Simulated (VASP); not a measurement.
Input of a VASP 6.6.1 run:

INCAR

```
SYSTEM = Ti3H
ALGO = Normal
DIPOL = 0.5 0.5 0.343
EDIFF = 1E-7
ENCUT = 520
GGA = PE
IDIPOL = 3
ISIF = 2
ISMEAR = 0
LASPH = .TRUE.
LCHARG = .FALSE.
LDIPOL = .TRUE.
LREAL = .FALSE.
LWAVE = .FALSE.
NBANDS = 47
NELM = 60
PREC = Accurate
SIGMA = 0.1
```

The input KPOINTS:

```
k-points
0
G
  6 6 1
  0 0 0
```

POSCAR

```
Ti3H
1.0
    4.6039800811      0.0000000000      0.0000000000
   -2.3019900405      3.9871637087      0.0000000000
    0.0000000000      0.0000000000     22.4969948581
Ti H
6 2
Direct
    0.6666666667      0.3333333333      0.1778015253
    0.3333333333      0.6666666667      0.2195752601
    0.0000000000      0.0000000000      0.2613489950
    0.6666666667      0.3333333333      0.2980583739
    0.3333333333      0.6666666667      0.3304600279
    0.0000000000      0.0000000000      0.3776946615
    0.2863074238      0.7136925762      0.5377160343
    0.3803592429      0.6196407571      0.5377160343
```

Potentials or basis: VASP PAW PBE potentials, release 64 (Ti_sv, H).

Launch:

```sh
$ cat potpaw_PBE.64/Ti_sv/POTCAR potpaw_PBE.64/H/POTCAR > POTCAR
$ mpirun -np 1 vasp_std > vasp.out
```

Q: What does it give for the band gap on the k mesh?

A: Zero (bands 37 and 38 overlap by 0.25 eV).

Q: What does it give for the largest force?

A: 0.581 eV/Å.

Forces in eV/Å, atoms in the order of the input:
```
Ti   0.000  0.000  0.139
Ti   0.000  0.000  0.491
Ti   0.000  0.000 -0.581
Ti   0.000  0.000 -0.034
Ti   0.000  0.000  0.004
Ti  -0.005  0.003 -0.034
H   -0.003  0.002  0.009
H    0.008 -0.005  0.007
```
